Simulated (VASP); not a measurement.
Crystal: N.

```
CELL_PARAMETERS angstrom
4.37396 0.00000 0.00000
-2.18698 3.78796 0.00000
0.00000 0.00000 7.52181
ATOMIC_POSITIONS crystal
N 0.33333 0.66667 0.32327
N 0.33333 0.66667 0.17673
N 0.66667 0.33333 0.82327
N 0.66667 0.33333 0.67673
```

* Program: VASP 6.6.1
* Task: relaxation of cell and atoms
* Functional: PBE
* Potentials or basis: VASP PAW PBE potentials, release 64 (N)
* Cutoff: 600 eV
* k mesh: 6 × 6 × 4
* Occupations: gaussian, width 0.02 eV
* Spin: no spin polarisation

At the start: pressure 1.4 GPa; volume 31.16 Å³/atom.

Question: How do energy, volume and symmetry change on relaxing?

Answer: Over 29 steps the energy falls by 6.1 meV/atom and the volume is 27.81 Å³/atom (-10.7 %); space group P6_3/mmc (No. 194, to 0.05 Å).

The path:
```tsv
step	energy change (eV)	largest force (eV/Å)	pressure (GPa)	volume (Å³)
1	0.0000	1.6616	1.43	124.62
2	3.7596	14.3188	-15.63	129.64
3	-0.0104	0.9814	-1.06	124.90
4	-0.0163	0.3672	-0.48	124.79
5	-0.0172	0.0498	-0.18	124.74
6	-0.0172	0.0080	-0.12	124.73
7	-0.0172	0.0221	-0.10	124.73
8	-0.0175	0.0251	-0.10	124.42
9	-0.0183	0.0341	-0.09	123.51
10	-0.0198	0.0604	-0.06	121.70
11	-0.0222	0.1452	0.06	118.12
12	-0.0232	0.4583	0.49	111.16
13	-0.0232	0.4554	0.49	111.15
14	-0.0233	0.4465	0.48	111.09
15	-0.0234	0.4288	0.46	110.99
16	-0.0235	0.3938	0.41	110.78
17	-0.0238	0.3215	0.36	110.36
18	-0.0241	0.1832	0.23	109.53
19	-0.0237	0.0808	-0.02	107.88
20	-0.0241	0.1238	0.18	109.13
21	-0.0241	0.1336	0.19	109.18
22	-0.0242	0.1264	0.18	109.27
23	-0.0243	0.1051	0.15	109.54
24	-0.0244	0.0632	0.09	110.08
25	-0.0246	0.0168	-0.01	111.16
26	-0.0246	0.0361	-0.04	111.44
27	-0.0246	0.0278	-0.03	111.33
28	-0.0246	0.0213	-0.02	111.24
29	-0.0246	0.0044	0.00	111.24
```

Final structure:
```cif
data_structure
_symmetry_space_group_name_H-M 'P 1'
_symmetry_Int_Tables_number 1
_cell_length_a 4.2475
_cell_length_b 4.2475
_cell_length_c 7.1197
_cell_angle_alpha 90.000
_cell_angle_beta 90.000
_cell_angle_gamma 120.000
_cell_volume 111.24
loop_
_atom_site_label
_atom_site_type_symbol
_atom_site_fract_x
_atom_site_fract_y
_atom_site_fract_z
_atom_site_occupancy
N1 N 0.33333 0.66667 0.32814 1
N2 N 0.33333 0.66667 0.17186 1
N3 N 0.66667 0.33333 0.82814 1
N4 N 0.66667 0.33333 0.67186 1
```

Caveat: the standard files for N, O and F lose accuracy on very short bonds.
